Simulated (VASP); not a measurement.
# F (C2/c) in VASP: notebook

The runs below take F through single point, with HSE06, PBE-based screened hybrid with 50 % exact exchange.

Program: VASP 6.6.1. These are calculated values, not measurements. Logs are shortened: lines on timing, memory, paths and dates and some standing lists are left out, and cuts for length are marked.

## Step 1: The cell of the first run

It takes space group C2/c (No. 15, monoclinic). Conventional cell: a = 4.922 Å, b = 3.261 Å, c = 6.483 Å, α = 90.00°, β = 90.21°, γ = 90.00°. F (site symmetry 1) has 1 F at 1.40 Å within 1.9 Å.

## Step 2: Single point, HSE06

Input file POSCAR:

```
F
1.0
    2.4590748851     -1.6305201812      0.1027625999
    2.4590748851      1.6305201812      0.1027625999
   -0.2948427030      0.0000000000      6.4766206477
F
4
Direct
    0.5962766288      0.9035470413      0.5965946178
    0.0964529587      0.4037233712      0.9034053822
    0.4037233712      0.0964529587      0.4034053822
    0.9035470413      0.5962766288      0.0965946178
```

Input file INCAR.step1:

```
  PREC = Accurate
  ENCUT = 520
  EDIFF = 1E-5
  ISMEAR = 0
  SIGMA = 0.01
  LREAL = False
  LASPH = True
  NELM = 60
  ALGO = Normal
  ISIF = 2
  LWAVE = True
  LCHARG = False
  GGA = PE
  NBANDS = 22
```

Input file INCAR.step2:

```
  PREC = Accurate
  ENCUT = 520
  EDIFF = 1E-6
  ISMEAR = 0
  SIGMA = 0.01
  LREAL = False
  LASPH = True
  NELM = 60
  ALGO = Normal
  ISIF = 2
  LWAVE = False
  LCHARG = False
  GGA = PE
  LHFCALC = True
  HFSCREEN = 0.2079
  PRECFOCK = Normal
  ISTART = 1
  NBANDS = 22
```

Input file KPOINTS:

```
Automatic mesh
0
Gamma
  4 4 2
```

Potentials or basis: VASP PAW PBE potentials, release 64 (F).

On the command line:

```
> cat potpaw_PBE.64/F/POTCAR > POTCAR
> cp INCAR.step1 INCAR
> mpirun -np 1 vasp_std > vasp.out
> cp INCAR.step2 INCAR
> mpirun -np 1 vasp_std > vasp.out
```

OUTCAR:

```text
PREC = Accurate
   ENCUT = 520
   EDIFF = 1E-6
   ISMEAR = 0
   LREAL = False
   LASPH = True
   NELM = 60
   ISIF = 2
   GGA = PE
   LHFCALC = True
   HFSCREEN = 0.2079
   PRECFOCK = Normal
   ISTART = 1

 ion  position               nearest neighbor table
   1  0.596  0.904  0.597-   3 1.40
   2  0.096  0.404  0.903-   4 1.40
   3  0.404  0.096  0.403-   1 1.40
   4  0.904  0.596  0.097-   2 1.40

  LATTYP: Found a base centered monoclinic cell.
 ALAT       =     4.9224422566
 B/A-ratio  =     0.6624842288
 C/A-ratio  =     1.3170958782
 COS(beta)  =    -0.0037279103

  Lattice vectors:

 A1 = (   2.4590748851,  -1.6305201812,   0.1027625999)
 A2 = (   2.4590748851,   1.6305201812,   0.1027625999)
 A3 = (  -0.2948427030,   0.0000000000,   6.4766206477)

Analysis of symmetry for initial positions (statically):
=====================================================================
 Subroutine PRICEL returns:
 Original cell was already a primitive cell.

 Routine SETGRP: Setting up the symmetry group for a
 base centered monoclinic supercell.

 Subroutine GETGRP returns: Found  4 space group operations
 (whereof  2 operations were pure point group operations)
 out of a pool of  4 trial point group operations.

The static configuration has the point symmetry S_2 .
 The point group associated with its full space group is C_2h.

Analysis of symmetry for dynamics (positions and initial velocities):
=====================================================================
 Subroutine PRICEL returns:
 Original cell was already a primitive cell.

 Routine SETGRP: Setting up the symmetry group for a
 base centered monoclinic supercell.

 Subroutine GETGRP returns: Found  4 space group operations
 (whereof  2 operations were pure point group operations)
 out of a pool of  4 trial point group operations.

The dynamic configuration has the point symmetry S_2 .
 The point group associated with its full space group is C_2h.

 Subroutine INISYM returns: Found  4 space group operations
 (whereof  2 operations are pure point group operations),
 and found     1 'primitive' translations

----------------------------------------------------------------------------------------

                                     Primitive cell

  volume of cell :      52.0357

  direct lattice vectors                    reciprocal lattice vectors
     2.459074885 -1.630520181  0.102762600     0.202942416 -0.306650605  0.009238783
     2.459074885  1.630520181  0.102762600     0.202942416  0.306650605  0.009238783
    -0.294842703  0.000000000  6.476620648    -0.006440053  0.000000000  0.154108331

  length of vectors
     2.952322053  2.952322053  6.483328407     0.367839058  0.367839058  0.154242834

  position of ions in fractional coordinates (direct lattice)
     0.596276629  0.903547041  0.596594618
     0.096452959  0.403723371  0.903405382
     0.403723371  0.096452959  0.403405382
     0.903547041  0.596276629  0.096594618

  ion indices of the primitive-cell ions
   primitive index   ion index
                 1           1
                 2           2
                 3           3
                 4           4

----------------------------------------------------------------------------------------

 KPOINTS: Automatic mesh

Automatic generation of k-mesh.
 Grid dimensions read from file:
 generate k-points for:    4    4    2

 Generating k-lattice:

  Cartesian coordinates                     Fractional coordinates (reciprocal lattice)
     0.050735604 -0.076662651  0.002309696     0.250000000  0.000000000 -0.000000000
     0.050735604  0.076662651  0.002309696     0.000000000  0.250000000 -0.000000000
    -0.003220027  0.000000000  0.077054165     0.000000000  0.000000000  0.500000000

  Length of vectors
     0.091959765  0.091959765  0.077121417

  Shift w.r.t. Gamma in fractional coordinates (k-lattice)
     0.000000000  0.000000000  0.000000000

 Subroutine IBZKPT returns following result:
 ===========================================

 Found     14 irreducible k-points:

 Following reciprocal coordinates:
            Coordinates               Weight
  0.000000  0.000000  0.000000      1.000000
  0.250000  0.000000 -0.000000      4.000000
  0.500000  0.000000 -0.000000      2.000000
  0.250000  0.250000 -0.000000      2.000000
  0.500000  0.250000  0.000000      4.000000
 -0.250000  0.250000  0.000000      2.000000
  0.500000  0.500000 -0.000000      1.000000
 -0.000000 -0.000000  0.500000      1.000000
  0.250000  0.000000  0.500000      4.000000
  0.500000  0.000000  0.500000      2.000000
  0.250000  0.250000  0.500000      2.000000
  0.500000  0.250000  0.500000      4.000000
 -0.250000  0.250000  0.500000      2.000000
  0.500000  0.500000  0.500000      1.000000
   k-points           NKPTS =     14   k-points in BZ     NKDIM =     32   number of bands    NBANDS=     22
   number of dos      NEDOS =    301   number of ions     NIONS =      4
   total plane-waves  NPLWV =  27648
   dimension x,y,z NGX =    24 NGY =   24 NGZ =   48
   dimension x,y,z NGXF=    48 NGYF=   48 NGZF=   96
   ions per type =               4
   NGX,Y,Z   is equivalent  to a cutoff of  13.51, 13.51, 12.31 a.u.
   NGXF,Y,Z  is equivalent  to a cutoff of  27.03, 27.03, 24.62 a.u.
 SYSTEM =  unknown system
   PREC   = accura    normal or accurate (medium, high low for compatibility)
   ISTART =      1    job   : 0-new  1-cont  2-samecut
   ICHARG =      0    charge: 1-file 2-atom 10-const
   ISPIN  =      1    spin polarized calculation?
   LNONCOLLINEAR =      F non collinear calculations
   LSORBIT =      F    spin-orbit coupling
   LASPH  =      T    aspherical Exc in radial PAW
   ENCUT  =  520.0 eV  38.22 Ry    6.18 a.u.   5.49  5.49 12.05*2*pi/ulx,y,z
   NELM   =     60;   NELMIN=  2; NELMDL=  0     # of ELM steps
   EDIFF  = 0.1E-05   stopping-criterion for ELM
   LREAL  =      F    real-space projection
   EDIFFG = 0.1E-04   stopping-criterion for IOM
   NSW    =      0    number of steps for IOM
   IBRION =     -1    ionic relax: 0-MD 1-quasi-New 2-CG
   NFREE  =      0    steps in history (QN), initial steepest desc. (CG)
   ISIF   =      2    stress and relaxation
   ISYM   =      3    0-nonsym 1-usesym 2-fastsym
   POTIM  = 0.5000    time-step for ionic-motion
   TEBEG  =    0.0;   TEEND  =   0.0 temperature during run
   PSTRESS=    0.0 pullay stress
   NELECT =      28.0000    total number of electrons
   NUPDOWN=      -1.0000    fix difference up-down
   EMIN   =  10.00;   EMAX   =-10.00  energy-range for DOS
   EFERMI =   0.00;   METHOD = LEGACY
   ISMEAR =     0;   SIGMA  =   0.01  broadening in eV -4-tet -1-fermi 0-gaus
   EFERMI_NEDOS =   21; number of points for ismear=-14 and -15
   IALGO  =     38    algorithm
   IMIX   =      1    mixing-type and parameters
     AMIX     =   0.40;   BMIX     =  1.00
     AMIX_MAG =   1.60;   BMIX_MAG =  1.00
  volume/ion in A,a.u.               =      13.01        87.79
  Fermi-wavevector in a.u.,A,eV,Ry     =   1.331558  2.516281 24.123782  1.773048
  Thomas-Fermi vector in A             =   2.460560
   LORBIT       =      0    0 simple, 1 ext, 2 COOP (PROOUT), +10 PAW based schemes
   GGA     = PE    functional components
   LHFCALC =     T    Hartree Fock is set to
   PRECFOCK=normal    Normal, Fast or Accurate (Low or Medium for compatibility)
   ENCUT4O =  -1.0   cutoff for four orbital integrals eV
   NKREDX  =     1    reduce k-point grid by
   NKREDY  =     1    reduce k-point grid by
   NKREDZ  =     1    reduce k-point grid by
   AEXX    =    0.2500 exact exchange contribution
   HFSCREEN=    0.2079 screening length (either q_TF or 0.3 A-1)
   HFSCREENC=   0.2079 screening length for correlation (either q_TF or 0.3 A-1)
   ENCUTFOCK=  -1.0 apply spherical cutoff to Coloumb kernel
   IVDW    =     0    specifies the selected vdW correction
   LEPSILON=     F    determine dielectric tensor
   LRPA    =     F    only Hartree local field effects (RPA)
 non-spin polarized calculation
 Gauss-broadening in eV      SIGMA  =   0.01
  energy-cutoff  :      520.00
  volume of cell :       52.04
 maximum number of plane-waves:      1416
 NGX is ok and might be reduce to    24
  NGX = 18; NGY = 18; NGZ = 40

 number of electron      28.0000014 magnetization

 Free energy of the ion-electron system (eV)
  ---------------------------------------------------
  ext. energy  EPLUGINS =         0.00000000
  ---------------------------------------------------
  free energy    TOTEN  =       -12.89514619 eV

  energy without entropy =      -12.89514619  energy(sigma->0) =      -12.89514619

 E-fermi :  -6.0737     XC(G=0):  -7.0646

 val. band max:       -6.1333074674   @ k =   0.0000   0.0000   0.0000
 cond. band min:       0.0099661482   @ k =   0.0000   0.0000   0.0000
 fundamental gap:      6.1432736156
 Fermi energy:        -6.0737172240

 k-point     1 :       0.0000    0.0000    0.0000
  band No.  band energies     occupation
      1     -32.9210      2.00000
      2     -32.7098      2.00000
      3     -26.1705      2.00000
      4     -25.5967      2.00000
      5     -12.2626      2.00000
      6     -11.1358      2.00000
[... 14 lines left out ...]
     21      18.3809      0.00000
     22      19.0965      0.00000

 k-point     2 :       0.2500    0.0000   -0.0000
  band No.  band energies     occupation
      1     -32.8019      2.00000
      2     -32.6507      2.00000
      3     -26.0661      2.00000
      4     -25.6628      2.00000
      5     -12.1985      2.00000
      6     -11.3353      2.00000
[... 14 lines left out ...]
     21      16.4376      0.00000
     22      17.2477      0.00000

 k-point     3 :       0.5000    0.0000   -0.0000
  band No.  band energies     occupation
      1     -32.6352      2.00000
      2     -32.6343      2.00000
      3     -25.8475      2.00000
      4     -25.8456      2.00000
      5     -11.8971      2.00000
      6     -11.8949      2.00000
[... 14 lines left out ...]
     21      13.7969      0.00000
     22      13.8254      0.00000
[... 226 lines left out ...]
 k-point    13 :      -0.2500    0.2500    0.5000
  band No.  band energies     occupation
      1     -32.6355      2.00000
      2     -32.6355      2.00000
      3     -25.8466      2.00000
      4     -25.8466      2.00000
      5     -11.7196      2.00000
      6     -11.7196      2.00000
[... 14 lines left out ...]
     21      14.9517      0.00000
     22      14.9517      0.00000

 k-point    14 :       0.5000    0.5000    0.5000
  band No.  band energies     occupation
      1     -32.5849      2.00000
      2     -32.5849      2.00000
      3     -25.7511      2.00000
      4     -25.7511      2.00000
      5     -11.6468      2.00000
      6     -11.6468      2.00000
[... 14 lines left out ...]
     21      16.4699      0.00000
     22      16.4699      0.00000

------------------------ aborting loop because EDIFF is reached ----------------------------------------

  FORCE on cell =-STRESS in cart. coord.  units (eV):
  Direction    XX          YY          ZZ          XY          YZ          ZX
  --------------------------------------------------------------------------------------
  -------------------------------------------------------------------------------------
  Total        0.6754912      0.4931106     -0.3176502      0.0000000      0.0000000      0.0491358
  in kB       20.7983297     15.1828433     -9.7804283      0.0000000      0.0000000      1.5128895
  external PRESSURE =       8.7335816 kB  Pullay stress =       0.0000000 kB

 VOLUME and BASIS-vectors are now :
 -----------------------------------------------------------------------------
  energy-cutoff  :      520.00
  volume of cell :       52.04
      direct lattice vectors                 reciprocal lattice vectors
     2.459074885 -1.630520181  0.102762600     0.202942416 -0.306650605  0.009238783
     2.459074885  1.630520181  0.102762600     0.202942416  0.306650605  0.009238783
    -0.294842703  0.000000000  6.476620648    -0.006440053  0.000000000  0.154108331

 POSITION                                       TOTAL-FORCE (eV/Angst)
 -----------------------------------------------------------------------------------
      3.51228      0.50101      4.01804         0.023253      0.226075     -0.469501
      0.96361      0.50101      5.90241        -0.023253      0.226075      0.469501
      1.11103     -0.50101      2.66410        -0.023253     -0.226075      0.469501
      3.65970     -0.50101      0.77973         0.023253     -0.226075     -0.469501
 -----------------------------------------------------------------------------------
    total drift:                               -0.000000     -0.000000     -0.000000

  FREE ENERGIE OF THE ION-ELECTRON SYSTEM (eV)
  ---------------------------------------------------
  free  energy   TOTEN  =       -12.8951461891 eV

  energy  without entropy=      -12.8951461891  energy(sigma->0) =      -12.89514619
```

Run time: 18 min. Hardware: 1 thread of Intel Xeon 8259CL, shared host; peak memory 0.27 GiB.

Results:

| Quantity | Value |
| --- | --- |
| Free energy | -12.8951 eV |
| Pressure | 0.9 GPa |
| Largest force | 0.522 eV/Å |
| Band gap on the k mesh | 6.14 eV |

Forces on the atoms (eV/Å):
```
F    0.023  0.226 -0.470
F   -0.023  0.226  0.470
F   -0.023 -0.226  0.470
F    0.023 -0.226 -0.470
```

Caveat: the k points lie up to 0.58 Å⁻¹ apart; this functional lacks dispersion, which holds the molecules together, so the pressure and a relaxed volume are unreliable; the PAW data sets were made with another functional, which shifts forces and pressure a little. A k mesh can miss the band edges.

(Continued in part 2 of 2.)
